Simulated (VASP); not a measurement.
# Sb (P6/mmm) in VASP: a series of runs

Runs on Sb. Level: PBE. Tasks: single point, relaxation of cell and atoms.

Program: VASP 6.6.1. These are calculated values, not measurements. Logs are shortened: lines on timing, memory, paths and dates and some standing lists are left out, and cuts for length are marked.

## 1. The cell of the first run

It takes space group P6/mmm (No. 191, hexagonal). Conventional cell: a = 5.432 Å, b = 5.432 Å, c = 3.232 Å, α = 90.00°, β = 90.00°, γ = 120.00°. Within 4.3 Å of Sb (site symmetry 6/mmm) lie 14 Sb at 3.23 to 3.53 Å. Within 4.1 Å of Sb (site symmetry -6m2) lie 11 Sb at 3.14 to 3.53 Å.

## 2. Single point, PBE

Contents of INCAR:

```
SYSTEM = Sb
PREC = Accurate ; ENCUT = 520
EDIFF = 1E-7 ; ISMEAR = 0
SIGMA = 0.1 ; LREAL = .False.
LASPH = .True. ; NELM = 100
ALGO = Normal ; ISIF = 2
LWAVE = .False. ; LCHARG = .True.
GGA = PE ; LELF = .True.
LVHAR = .True. ; NBANDS = 14
```

Contents of KPOINTS:

```
regular mesh
0
Gamma
  12 12 14
  0 0 0
```

Contents of POSCAR:

```
Sb
1.0
    5.4317696547      0.0000000000      0.0000000000
   -2.7158848274      4.7040505085      0.0000000000
    0.0000000000      0.0000000000      3.2323363205
Sb
3
Direct
    0.0000000000      0.0000000000      0.0000000000
    0.3333333333      0.6666666667      0.5000000000
    0.6666666667      0.3333333333      0.5000000000
```

Potentials or basis: VASP PAW PBE potentials, release 64 (Sb).

Started as:

```console
$ cat potpaw_PBE.64/Sb/POTCAR > POTCAR
$ mpirun -np 1 vasp_std > vasp.out
```

OUTCAR:

```text
SYSTEM = Sb
   PREC = Accurate
   ENCUT = 520
   EDIFF = 1E-7
   ISMEAR = 0
   LREAL = .False.
   LASPH = .True.
   NELM = 100
   ISIF = 2
   GGA = PE

 ion  position               nearest neighbor table
   1  0.000  0.000  0.000-   2 3.53   3 3.53   2 3.53   3 3.53   3 3.53   3 3.53   2 3.53   2 3.53
                             3 3.53   3 3.53   2 3.53   2 3.53
   2  0.333  0.667  0.500-   3 3.14   3 3.14   3 3.14   1 3.53   1 3.53   1 3.53   1 3.53   1 3.53
                             1 3.53
   3  0.667  0.333  0.500-   2 3.14   2 3.14   2 3.14   1 3.53   1 3.53   1 3.53   1 3.53   1 3.53
                             1 3.53

  LATTYP: Found a hexagonal cell.
 ALAT       =     5.4317696547
 C/A-ratio  =     0.5950797854

  Lattice vectors:

 A1 = (   5.4317696547,   0.0000000000,   0.0000000000)
 A2 = (  -2.7158848274,   4.7040505085,   0.0000000000)
 A3 = (   0.0000000000,   0.0000000000,   3.2323363205)

Analysis of symmetry for initial positions (statically):
=====================================================================
 Subroutine PRICEL returns:
 Original cell was already a primitive cell.

 Routine SETGRP: Setting up the symmetry group for a
 hexagonal supercell.

 Subroutine GETGRP returns: Found 24 space group operations
 (whereof 24 operations were pure point group operations)
 out of a pool of 24 trial point group operations.

The static configuration has the point symmetry D_6h.

Analysis of symmetry for dynamics (positions and initial velocities):
=====================================================================
 Subroutine PRICEL returns:
 Original cell was already a primitive cell.

 Routine SETGRP: Setting up the symmetry group for a
 hexagonal supercell.

 Subroutine GETGRP returns: Found 24 space group operations
 (whereof 24 operations were pure point group operations)
 out of a pool of 24 trial point group operations.

The dynamic configuration has the point symmetry D_6h.

 Subroutine INISYM returns: Found 24 space group operations
 (whereof 24 operations are pure point group operations),
 and found     1 'primitive' translations

----------------------------------------------------------------------------------------

                                     Primitive cell

  volume of cell :      82.5905

  direct lattice vectors                    reciprocal lattice vectors
     5.431769655  0.000000000  0.000000000     0.184102063  0.106291376  0.000000000
    -2.715884827  4.704050508  0.000000000     0.000000000  0.212582751  0.000000000
     0.000000000  0.000000000  3.232336320     0.000000000  0.000000000  0.309373747

  length of vectors
     5.431769655  5.431769655  3.232336320     0.212582751  0.212582751  0.309373747

  position of ions in fractional coordinates (direct lattice)
     0.000000000  0.000000000  0.000000000
     0.333333333  0.666666667  0.500000000
     0.666666667  0.333333333  0.500000000

  ion indices of the primitive-cell ions
   primitive index   ion index
                 1           1
                 2           2
                 3           3

----------------------------------------------------------------------------------------

 KPOINTS: regular mesh

Automatic generation of k-mesh.
 Grid dimensions read from file:
 generate k-points for:   12   12   14

 Generating k-lattice:

  Cartesian coordinates                     Fractional coordinates (reciprocal lattice)
     0.015341839  0.008857615  0.000000000     0.083333333 -0.000000000  0.000000000
     0.000000000  0.017715229  0.000000000     0.000000000  0.083333333  0.000000000
     0.000000000  0.000000000  0.022098125     0.000000000  0.000000000  0.071428571

  Length of vectors
     0.017715229  0.017715229  0.022098125

  Shift w.r.t. Gamma in fractional coordinates (k-lattice)
     0.000000000  0.000000000  0.000000000

 Subroutine IBZKPT returns following result:
 ===========================================

 Found    152 irreducible k-points:

 Following reciprocal coordinates:
            Coordinates               Weight
  0.000000  0.000000  0.000000      1.000000
  0.083333  0.000000  0.000000      6.000000
  0.166667 -0.000000  0.000000      6.000000
  0.250000 -0.000000  0.000000      6.000000
  0.333333 -0.000000  0.000000      6.000000
  0.416667  0.000000  0.000000      6.000000
[... 16 lines left out ...]
  0.250000 -0.000000  0.071429     12.000000
  0.333333 -0.000000  0.071429     12.000000
 [... further k-points ...]
   k-points           NKPTS =    152   k-points in BZ     NKDIM =    152   number of bands    NBANDS=     14
   number of dos      NEDOS =    301   number of ions     NIONS =      3
   total plane-waves  NPLWV =  38400
   dimension x,y,z NGX =    40 NGY =   40 NGZ =   24
   dimension x,y,z NGXF=    80 NGYF=   80 NGZF=   48
   ions per type =               3
   NGX,Y,Z   is equivalent  to a cutoff of  12.24, 12.24, 12.34 a.u.
   NGXF,Y,Z  is equivalent  to a cutoff of  24.48, 24.48, 24.69 a.u.
 SYSTEM =  Sb
   PREC   = accura    normal or accurate (medium, high low for compatibility)
   ISTART =      0    job   : 0-new  1-cont  2-samecut
   ICHARG =      2    charge: 1-file 2-atom 10-const
   ISPIN  =      1    spin polarized calculation?
   LNONCOLLINEAR =      F non collinear calculations
   LSORBIT =      F    spin-orbit coupling
   LASPH  =      T    aspherical Exc in radial PAW
   ENCUT  =  520.0 eV  38.22 Ry    6.18 a.u.  10.10 10.10  6.01*2*pi/ulx,y,z
   NELM   =    100;   NELMIN=  2; NELMDL= -5     # of ELM steps
   EDIFF  = 0.1E-06   stopping-criterion for ELM
   LREAL  =      F    real-space projection
   EDIFFG = 0.1E-05   stopping-criterion for IOM
   NSW    =      0    number of steps for IOM
   IBRION =     -1    ionic relax: 0-MD 1-quasi-New 2-CG
   NFREE  =      0    steps in history (QN), initial steepest desc. (CG)
   ISIF   =      2    stress and relaxation
   ISYM   =      2    0-nonsym 1-usesym 2-fastsym
   POTIM  = 0.5000    time-step for ionic-motion
   TEBEG  =    0.0;   TEEND  =   0.0 temperature during run
   PSTRESS=    0.0 pullay stress
   NELECT =      15.0000    total number of electrons
   NUPDOWN=      -1.0000    fix difference up-down
   EMIN   =  10.00;   EMAX   =-10.00  energy-range for DOS
   EFERMI =   0.00;   METHOD = LEGACY
   ISMEAR =     0;   SIGMA  =   0.10  broadening in eV -4-tet -1-fermi 0-gaus
   EFERMI_NEDOS =   21; number of points for ismear=-14 and -15
   IALGO  =     38    algorithm
   IMIX   =      4    mixing-type and parameters
     AMIX     =   0.40;   BMIX     =  1.00
     AMIX_MAG =   1.60;   BMIX_MAG =  1.00
  volume/ion in A,a.u.               =      27.53       185.78
  Fermi-wavevector in a.u.,A,eV,Ry     =   0.927104  1.751973 11.694514  0.859523
  Thomas-Fermi vector in A             =   2.053138
   LORBIT       =      0    0 simple, 1 ext, 2 COOP (PROOUT), +10 PAW based schemes
   GGA     = PE    functional components
   LHFCALC =     F    Hartree Fock is set to
   AEXX    =    0.0000 exact exchange contribution
   IVDW    =     0    specifies the selected vdW correction
   LEPSILON=     F    determine dielectric tensor
   LRPA    =     F    only Hartree local field effects (RPA)
 non-spin polarized calculation
 Gauss-broadening in eV      SIGMA  =   0.10
  energy-cutoff  :      520.00
  volume of cell :       82.59
 maximum number of plane-waves:      2256
   NGX = 21   NGY = 21   NGZ = 13

 number of electron      14.9999999 magnetization

 Free energy of the ion-electron system (eV)
  ---------------------------------------------------
  ext. energy  EPLUGINS =         0.00000000
  ---------------------------------------------------
  free energy    TOTEN  =       -11.67924001 eV

  energy without entropy =      -11.66972633  energy(sigma->0) =      -11.67448317

 E-fermi :   8.1665     XC(G=0): -10.1240

 val. band max:        8.1651828772   @ k =   0.3333  -0.0000   0.5000
 cond. band min:       8.1680099178   @ k =   0.1667  -0.0000   0.2857
 fundamental gap:      0.0028270406
 Fermi energy:         8.1664583971

 k-point     1 :       0.0000    0.0000    0.0000
  band No.  band energies     occupation
      1      -4.5499      2.00000
      2      -0.0842      2.00000
      3       0.1222      2.00000
      4       4.2826      2.00000
      5       4.2826      2.00000
      6       4.5531      2.00000
      7       4.5531      2.00000
      8       9.8383      0.00000
      9      13.3769      0.00000
     10      13.3769      0.00000
     11      13.7471      0.00000
     12      13.8078      0.00000
     13      13.8242      0.00000
     14      18.4420      0.00000

 k-point     2 :       0.0833    0.0000    0.0000
  band No.  band energies     occupation
      1      -4.5034      2.00000
      2      -0.1841      2.00000
      3      -0.0006      2.00000
      4       3.8644      2.00000
      5       4.0450      2.00000
      6       5.0610      2.00000
      7       5.1934      2.00000
      8       9.8865      0.00000
      9      12.9631      0.00000
     10      13.2429      0.00000
     11      13.7246      0.00000
     12      13.7505      0.00000
     13      13.7942      0.00000
     14      18.1442      0.00000

 k-point     3 :       0.1667   -0.0000    0.0000
  band No.  band energies     occupation
      1      -4.3641      2.00000
      2      -0.5274      2.00000
      3      -0.2486      2.00000
      4       3.4275      2.00000
      5       4.1526      2.00000
      6       5.7664      2.00000
      7       6.2108      2.00000
      8      10.0302      0.00000
      9      11.9919      0.00000
     10      12.8307      0.00000
     11      13.4517      0.00000
     12      13.5925      0.00000
     13      13.9192      0.00000
     14      17.4839      0.00000
[... 324 lines left out ...]
 k-point    23 :       0.2500   -0.0000    0.0714
  band No.  band energies     occupation
      1      -4.0616      2.00000
      2      -1.0285      2.00000
      3      -0.3957      2.00000
      4       3.1540      2.00000
      5       4.6804      2.00000
      6       6.6181      2.00000
      7       7.4203      2.00000
      8       9.4955      0.00000
      9      10.7704      0.00000
     10      12.1348      0.00000
     11      12.3544      0.00000
     12      12.7365      0.00000
     13      15.0232      0.00000
     14      16.7350      0.00000

 k-point    24 :       0.3333   -0.0000    0.0714
  band No.  band energies     occupation
      1      -3.7406      2.00000
      2      -1.6586      2.00000
      3      -0.5565      2.00000
      4       2.9055      2.00000
      5       5.3868      2.00000
      6       7.4744      2.00000
      7       8.5831      0.00000
      8       9.5596      0.00000
      9       9.8979      0.00000
     10      11.2975      0.00000
     11      11.8013      0.00000
     12      12.5714      0.00000
     13      15.2760      0.00000
     14      16.2384      0.00000

 [... further k-points ...]

------------------------ aborting loop because EDIFF is reached ----------------------------------------

  FORCE on cell =-STRESS in cart. coord.  units (eV):
  Direction    XX          YY          ZZ          XY          YZ          ZX
  --------------------------------------------------------------------------------------
  -------------------------------------------------------------------------------------
  Total       -0.0790018     -0.0790018     -0.0727319      0.0000000      0.0000000      0.0000000
  in kB       -1.5325599     -1.5325599     -1.4109311      0.0000000      0.0000000      0.0000000
  external PRESSURE =      -1.4920170 kB  Pullay stress =       0.0000000 kB

 VOLUME and BASIS-vectors are now :
 -----------------------------------------------------------------------------
  energy-cutoff  :      520.00
  volume of cell :       82.59
      direct lattice vectors                 reciprocal lattice vectors
     5.431769655  0.000000000  0.000000000     0.184102063  0.106291376  0.000000000
    -2.715884827  4.704050508  0.000000000     0.000000000  0.212582751  0.000000000
     0.000000000  0.000000000  3.232336320     0.000000000  0.000000000  0.309373747

 POSITION                                       TOTAL-FORCE (eV/Angst)
 -----------------------------------------------------------------------------------
      0.00000      0.00000      0.00000        -0.000000      0.000000      0.000000
     -0.00000      3.13603      1.61617        -0.000000      0.000000     -0.000000
      2.71588      1.56802      1.61617         0.000000     -0.000000      0.000000
 -----------------------------------------------------------------------------------
    total drift:                                0.000000     -0.000000      0.000000

  FREE ENERGIE OF THE ION-ELECTRON SYSTEM (eV)
  ---------------------------------------------------
  free  energy   TOTEN  =       -11.6792400051 eV

  energy  without entropy=      -11.6697263343  energy(sigma->0) =      -11.67448317
```

Run time: 86 s. Hardware: 1 thread of Intel Xeon Platinum 8375C at 2.90GHz (Ice Lake), shared host; peak memory 0.29 GiB.

Results:

- Free energy: -11.6792 eV
- Pressure: -0.1 GPa

Caveat: spin-orbit coupling is left out, which moves the levels of the heavy elements.

(Continued in part 2 of 3.)
